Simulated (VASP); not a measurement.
# Hg (Fd-3m) in VASP: further runs

Runs on Hg. Level: LDA. Tasks: single point, relaxation of cell and atoms.

Program: VASP 6.6.1. These are calculated values, not measurements. Logs are shortened: lines on timing, memory, paths and dates and some standing lists are left out, and cuts for length are marked.

**1. The cell of the first run**

Symmetry: Fd-3m, No. 227, cubic system. The conventional cell has a = 6.446 Å, b = 6.446 Å, c = 6.446 Å, α = 90.00°, β = 90.00°, γ = 90.00°. Hg (site symmetry -43m) has 4 Hg at 2.79 Å within 3.7 Å.

**2. Single point, LDA**

Input file INCAR:

```
PREC = Accurate
ENCUT = 520
EDIFF = 1E-6
ISMEAR = -1
SIGMA = 0.05
LREAL = F
LASPH = T
NELM = 100
ALGO = Normal
ISIF = 2
LWAVE = F
LCHARG = F
NBANDS = 19
```

Input file KPOINTS:

```
Automatic mesh
0
Gamma
  12 12 12
```

Input file POSCAR:

```
Hg
1.0
    0.0000000000      3.2230042936      3.2230042936
    3.2230042936      0.0000000000      3.2230042936
    3.2230042936      3.2230042936      0.0000000000
Hg
2
Direct
   -0.1250000000     -0.1250000000     -0.1250000000
    0.1250000000      0.1250000000      0.1250000000
```

Potentials or basis: VASP PAW LDA potentials, release 64 (Hg).

Run with:

```bash
> cat potpaw_LDA.64/Hg/POTCAR > POTCAR
> mpirun -np 1 vasp_std > vasp.out
```

OUTCAR:

```text
PREC = Accurate
   ENCUT = 520
   EDIFF = 1E-6
   ISMEAR = -1
   LREAL = F
   LASPH = T
   NELM = 100
   ISIF = 2

 ion  position               nearest neighbor table
   1  0.875  0.875  0.875-   2 2.79   2 2.79   2 2.79   2 2.79
   2  0.125  0.125  0.125-   1 2.79   1 2.79   1 2.79   1 2.79

  LATTYP: Found a face centered cubic cell.
 ALAT       =     6.4460085872

  Lattice vectors:

 A1 = (   0.0000000000,   3.2230042936,   3.2230042936)
 A2 = (   3.2230042936,   0.0000000000,   3.2230042936)
 A3 = (   3.2230042936,   3.2230042936,   0.0000000000)

Analysis of symmetry for initial positions (statically):
=====================================================================
 Subroutine PRICEL returns:
 Original cell was already a primitive cell.

 Routine SETGRP: Setting up the symmetry group for a
 face centered cubic supercell.

 Subroutine GETGRP returns: Found 48 space group operations
 (whereof 12 operations were pure point group operations)
 out of a pool of 48 trial point group operations.

The static configuration has the point symmetry D_3d.
 The point group associated with its full space group is O_h .

Analysis of symmetry for dynamics (positions and initial velocities):
=====================================================================
 Subroutine PRICEL returns:
 Original cell was already a primitive cell.

 Routine SETGRP: Setting up the symmetry group for a
 face centered cubic supercell.

 Subroutine GETGRP returns: Found 48 space group operations
 (whereof 12 operations were pure point group operations)
 out of a pool of 48 trial point group operations.

The dynamic configuration has the point symmetry D_3d.
 The point group associated with its full space group is O_h .

 Subroutine INISYM returns: Found 48 space group operations
 (whereof 12 operations are pure point group operations),
 and found     1 'primitive' translations

----------------------------------------------------------------------------------------

                                     Primitive cell

  volume of cell :      66.9596

  direct lattice vectors                    reciprocal lattice vectors
     0.000000000  3.223004294  3.223004294    -0.155134761  0.155134761  0.155134761
     3.223004294  0.000000000  3.223004294     0.155134761 -0.155134761  0.155134761
     3.223004294  3.223004294  0.000000000     0.155134761  0.155134761 -0.155134761

  length of vectors
     4.558016384  4.558016384  4.558016384     0.268701288  0.268701288  0.268701288

  position of ions in fractional coordinates (direct lattice)
     0.875000000  0.875000000  0.875000000
     0.125000000  0.125000000  0.125000000

  ion indices of the primitive-cell ions
   primitive index   ion index
                 1           1
                 2           2

----------------------------------------------------------------------------------------

 KPOINTS: Automatic mesh

Automatic generation of k-mesh.
 Grid dimensions read from file:
 generate k-points for:   12   12   12

 Generating k-lattice:

  Cartesian coordinates                     Fractional coordinates (reciprocal lattice)
    -0.012927897  0.012927897  0.012927897     0.083333333  0.000000000  0.000000000
     0.012927897 -0.012927897  0.012927897     0.000000000  0.083333333  0.000000000
     0.012927897  0.012927897 -0.012927897     0.000000000  0.000000000  0.083333333

  Length of vectors
     0.022391774  0.022391774  0.022391774

  Shift w.r.t. Gamma in fractional coordinates (k-lattice)
     0.000000000  0.000000000  0.000000000

 Subroutine IBZKPT returns following result:
 ===========================================

 Found     72 irreducible k-points:

 Following reciprocal coordinates:
            Coordinates               Weight
  0.000000  0.000000  0.000000      1.000000
  0.083333  0.000000  0.000000      8.000000
  0.166667  0.000000  0.000000      8.000000
  0.250000  0.000000  0.000000      8.000000
  0.333333  0.000000  0.000000      8.000000
  0.416667  0.000000  0.000000      8.000000
[... 16 lines left out ...]
  0.500000  0.166667  0.000000     24.000000
 -0.416667  0.166667  0.000000     24.000000
 [... further k-points ...]
   k-points           NKPTS =     72   k-points in BZ     NKDIM =     72   number of bands    NBANDS=     19
   number of dos      NEDOS =    301   number of ions     NIONS =      2
   total plane-waves  NPLWV =  46656
   dimension x,y,z NGX =    36 NGY =   36 NGZ =   36
   dimension x,y,z NGXF=    72 NGYF=   72 NGZF=   72
   ions per type =               2
   NGX,Y,Z   is equivalent  to a cutoff of  13.13, 13.13, 13.13 a.u.
   NGXF,Y,Z  is equivalent  to a cutoff of  26.26, 26.26, 26.26 a.u.
 SYSTEM =  unknown system
   PREC   = accura    normal or accurate (medium, high low for compatibility)
   ISTART =      0    job   : 0-new  1-cont  2-samecut
   ICHARG =      2    charge: 1-file 2-atom 10-const
   ISPIN  =      1    spin polarized calculation?
   LNONCOLLINEAR =      F non collinear calculations
   LSORBIT =      F    spin-orbit coupling
   LASPH  =      T    aspherical Exc in radial PAW
   ENCUT  =  520.0 eV  38.22 Ry    6.18 a.u.   8.47  8.47  8.47*2*pi/ulx,y,z
   NELM   =    100;   NELMIN=  2; NELMDL= -5     # of ELM steps
   EDIFF  = 0.1E-05   stopping-criterion for ELM
   LREAL  =      F    real-space projection
   EDIFFG = 0.1E-04   stopping-criterion for IOM
   NSW    =      0    number of steps for IOM
   IBRION =     -1    ionic relax: 0-MD 1-quasi-New 2-CG
   NFREE  =      0    steps in history (QN), initial steepest desc. (CG)
   ISIF   =      2    stress and relaxation
   ISYM   =      2    0-nonsym 1-usesym 2-fastsym
   POTIM  = 0.5000    time-step for ionic-motion
   TEBEG  =    0.0;   TEEND  =   0.0 temperature during run
   PSTRESS=    0.0 pullay stress
   NELECT =      24.0000    total number of electrons
   NUPDOWN=      -1.0000    fix difference up-down
   EMIN   =  10.00;   EMAX   =-10.00  energy-range for DOS
   EFERMI =   0.00;   METHOD = LEGACY
   ISMEAR =    -1;   SIGMA  =   0.05  broadening in eV -4-tet -1-fermi 0-gaus
   EFERMI_NEDOS =   21; number of points for ismear=-14 and -15
   IALGO  =     38    algorithm
   IMIX   =      4    mixing-type and parameters
     AMIX     =   0.40;   BMIX     =  1.00
     AMIX_MAG =   1.60;   BMIX_MAG =  1.00
  volume/ion in A,a.u.               =      33.48       225.93
  Fermi-wavevector in a.u.,A,eV,Ry     =   1.162896  2.197556 18.399540  1.352328
  Thomas-Fermi vector in A             =   2.299452
   LORBIT       =      0    0 simple, 1 ext, 2 COOP (PROOUT), +10 PAW based schemes
   GGA     = CA    functional components
   LHFCALC =     F    Hartree Fock is set to
   AEXX    =    0.0000 exact exchange contribution
   IVDW    =     0    specifies the selected vdW correction
   LEPSILON=     F    determine dielectric tensor
   LRPA    =     F    only Hartree local field effects (RPA)
 non-spin polarized calculation
  energy-cutoff  :      520.00
  volume of cell :       66.96
 maximum number of plane-waves:      1828
 NGX is ok and might be reduce to    36
   NGX = 17   NGY = 17   NGZ = 17

 number of electron      24.0000001 magnetization

 Free energy of the ion-electron system (eV)
  ---------------------------------------------------
  ext. energy  EPLUGINS =         0.00000000
  ---------------------------------------------------
  free energy    TOTEN  =        -1.38081426 eV

  energy without entropy =       -1.37107583  energy(sigma->0) =       -1.37594505

 E-fermi :   0.7565     XC(G=0):  -9.1298

 val. band max:        0.7206170523   @ k =  -0.3333   0.4167   0.1667
 cond. band min:       0.7978393694   @ k =  -0.3333   0.3333   0.1667
 fundamental gap:      0.0772223171
 Fermi energy:         0.7565158534

 k-point     1 :       0.0000    0.0000    0.0000
  band No.  band energies     occupation
      1      -7.2771      2.00000
      2      -7.1274      2.00000
      3      -7.1274      2.00000
      4      -7.1274      2.00000
      5      -7.0468      2.00000
      6      -7.0468      2.00000
[... 11 lines left out ...]
     18       7.3919      0.00000
     19       7.6009      0.00000

 k-point     2 :       0.0833    0.0000    0.0000
  band No.  band energies     occupation
      1      -7.2259      2.00000
      2      -7.1706      2.00000
      3      -7.1706      2.00000
      4      -7.1292      2.00000
      5      -6.9899      2.00000
      6      -6.9899      2.00000
[... 11 lines left out ...]
     18       7.7157      0.00000
     19       8.8298      0.00000

 k-point     3 :       0.1667    0.0000    0.0000
  band No.  band energies     occupation
      1      -7.2166      2.00000
      2      -7.2166      2.00000
      3      -7.1430      2.00000
      4      -7.0875      2.00000
      5      -6.9096      2.00000
      6      -6.9096      2.00000
[... 11 lines left out ...]
     18       8.2209      0.00000
     19       9.4297      0.00000

 k-point     4 :       0.2500    0.0000    0.0000
  band No.  band energies     occupation
      1      -7.2385      2.00000
      2      -7.2385      2.00000
      3      -7.1483      2.00000
      4      -6.9504      2.00000
      5      -6.8507      2.00000
      6      -6.8507      2.00000
[... 11 lines left out ...]
     18       8.9052      0.00000
     19       9.2486      0.00000

 k-point     5 :       0.3333    0.0000    0.0000
  band No.  band energies     occupation
      1      -7.2382      2.00000
      2      -7.2382      2.00000
      3      -7.1555      2.00000
      4      -6.8676      2.00000
      5      -6.8279      2.00000
      6      -6.8279      2.00000
[... 11 lines left out ...]
     18       8.4943      0.00000
     19      10.5164      0.00000
[... 334 lines left out ...]
      2      -7.1925      2.00000
      3      -7.1719      2.00000
      4      -6.8645      2.00000
      5      -6.8128      2.00000
      6      -6.6529      2.00000
[... 11 lines left out ...]
     18      10.0986      0.00000
     19      10.9310      0.00000

 k-point    22 :       0.4167    0.1667    0.0000
  band No.  band energies     occupation
      1      -7.3402      2.00000
      2      -7.2109      2.00000
      3      -7.1583      2.00000
      4      -6.8346      2.00000
      5      -6.7630      2.00000
      6      -6.6468      2.00000
[... 11 lines left out ...]
     18       9.8566      0.00000
     19      10.9076      0.00000

 k-point    23 :       0.5000    0.1667    0.0000
  band No.  band energies     occupation
      1      -7.3441      2.00000
      2      -7.2358      2.00000
      3      -7.1234      2.00000
      4      -6.8229      2.00000
      5      -6.7159      2.00000
      6      -6.6933      2.00000
[... 11 lines left out ...]
     18       9.8318      0.00000
     19      11.0542      0.00000

 k-point    24 :      -0.4167    0.1667    0.0000
  band No.  band energies     occupation
      1      -7.3363      2.00000
      2      -7.2674      2.00000
      3      -7.0845      2.00000
      4      -6.8155      2.00000
      5      -6.7639      2.00000
      6      -6.6683      2.00000
[... 11 lines left out ...]
     18      10.6519      0.00000
     19      11.6425      0.00000

 [... further k-points ...]
[... 5 lines left out ...]
  --------------------------------------------------------------------------------------
  -------------------------------------------------------------------------------------
  Total        0.1720730      0.1720730      0.1720730      0.0000000     -0.0000000     -0.0000000
  in kB        4.1172821      4.1172821      4.1172821      0.0000000     -0.0000000     -0.0000000
  external PRESSURE =       4.1172821 kB  Pullay stress =       0.0000000 kB

 VOLUME and BASIS-vectors are now :
 -----------------------------------------------------------------------------
  energy-cutoff  :      520.00
  volume of cell :       66.96
      direct lattice vectors                 reciprocal lattice vectors
     0.000000000  3.223004294  3.223004294    -0.155134761  0.155134761  0.155134761
     3.223004294  0.000000000  3.223004294     0.155134761 -0.155134761  0.155134761
     3.223004294  3.223004294  0.000000000     0.155134761  0.155134761 -0.155134761

 POSITION                                       TOTAL-FORCE (eV/Angst)
 -----------------------------------------------------------------------------------
      5.64026      5.64026      5.64026        -0.000000     -0.000000     -0.000000
      0.80575      0.80575      0.80575         0.000000      0.000000      0.000000
 -----------------------------------------------------------------------------------
    total drift:                                0.000000      0.000000      0.000000

  FREE ENERGIE OF THE ION-ELECTRON SYSTEM (eV)
  ---------------------------------------------------
  free  energy   TOTEN  =        -1.3808142637 eV

  energy  without entropy=       -1.3710758315  energy(sigma->0) =       -1.37594505
```

It took 34 s on 1 thread of Intel Xeon 6975P-C (Granite Rapids), shared host; peak memory 0.21 GiB.

What came out:

- Free energy: -1.3808 eV
- Pressure: 0.4 GPa
- Band gap on the k mesh: zero (bands 12 and 13 overlap by 4.10 eV)

Caveat: spin-orbit coupling is left out, which moves the levels of the heavy elements.

**3. Single point, LDA**

Input file INCAR:

```
SYSTEM = Hg
ALGO = Normal
EDIFF = 1E-7
ENCUT = 520
GGA = CA
ISIF = 2
ISMEAR = -1
LASPH = .True.
LCHARG = .True.
LELF = .True.
LREAL = .False.
LVHAR = .True.
LWAVE = .False.
NBANDS = 19
NELM = 60
PREC = Accurate
SIGMA = 0.05
```

Input file KPOINTS:

```
k-points
0
Gamma
  12 12 12
  0 0 0
```

POSCAR is that of step 2.

Potentials or basis: VASP PAW LDA potentials, release 64 (Hg).

Run with:

```bash
> cat potpaw_LDA.64/Hg/POTCAR > POTCAR
> mpirun -np 1 vasp_std > vasp.out
```

OUTCAR:

```text
SYSTEM = Hg
   EDIFF = 1E-7
   ENCUT = 520
   GGA = CA
   ISIF = 2
   ISMEAR = -1
   LASPH = .True.
   LREAL = .False.
   NELM = 60
   PREC = Accurate

 ion  position               nearest neighbor table
   1  0.875  0.875  0.875-   2 2.79   2 2.79   2 2.79   2 2.79
   2  0.125  0.125  0.125-   1 2.79   1 2.79   1 2.79   1 2.79

  LATTYP: Found a face centered cubic cell.
 ALAT       =     6.4460085872

  Lattice vectors:

 A1 = (   0.0000000000,   3.2230042936,   3.2230042936)
 A2 = (   3.2230042936,   0.0000000000,   3.2230042936)
 A3 = (   3.2230042936,   3.2230042936,   0.0000000000)

[... 190 lines left out ...]
      6      -7.0468      2.00000
[... 505 lines left out ...]
      6      -6.6683      2.00000
[... 11 lines left out ...]
     18      10.6519      0.00000
     19      11.6425      0.00000

 [... further k-points ...]
[... 5 lines left out ...]
  --------------------------------------------------------------------------------------
  -------------------------------------------------------------------------------------
  Total        0.1720713      0.1720713      0.1720713      0.0000000     -0.0000000      0.0000000
  in kB        4.1172412      4.1172412      4.1172412      0.0000000     -0.0000000      0.0000000
  external PRESSURE =       4.1172412 kB  Pullay stress =       0.0000000 kB

 VOLUME and BASIS-vectors are now :
 -----------------------------------------------------------------------------
  energy-cutoff  :      520.00
  volume of cell :       66.96
      direct lattice vectors                 reciprocal lattice vectors
     0.000000000  3.223004294  3.223004294    -0.155134761  0.155134761  0.155134761
     3.223004294  0.000000000  3.223004294     0.155134761 -0.155134761  0.155134761
     3.223004294  3.223004294  0.000000000     0.155134761  0.155134761 -0.155134761

 POSITION                                       TOTAL-FORCE (eV/Angst)
 -----------------------------------------------------------------------------------
      5.64026      5.64026      5.64026        -0.000000     -0.000000     -0.000000
      0.80575      0.80575      0.80575         0.000000      0.000000      0.000000
 -----------------------------------------------------------------------------------
    total drift:                                0.000000      0.000000      0.000000

  FREE ENERGIE OF THE ION-ELECTRON SYSTEM (eV)
  ---------------------------------------------------
  free  energy   TOTEN  =        -1.3808142644 eV

  energy  without entropy=       -1.3710758322  energy(sigma->0) =       -1.37594505
```

Wall time 41 s (1 thread of Intel Xeon 6975P-C (Granite Rapids), shared host); peak memory 0.21 GiB.

Results:

| Quantity | Value |
| --- | --- |
| Free energy | -1.3808 eV |
| Pressure | 0.4 GPa |
| Band gap on the k mesh | zero (bands 12 and 13 overlap by 4.10 eV) |

Levels at points of the mesh, in eV from the Fermi level:
```tsv
k point	band 9	band 10	band 11	band 12	band 13	band 14	band 15	band 16
(0.00, 0.00, 0.00)	-6.58	-6.14	-6.14	3.74	5.34	5.34	5.34	6.64
(0.50, 0.00, 0.00)	-6.14	-6.14	-4.71	-3.19	3.25	3.25	4.09	7.34
(0.50, 0.50, 0.00)	-6.04	-6.04	-3.58	-3.58	1.05	1.05	4.39	4.39
```

Caveat: spin-orbit coupling is left out, which moves the levels of the heavy elements.

(Continued in part 2 of 2.)
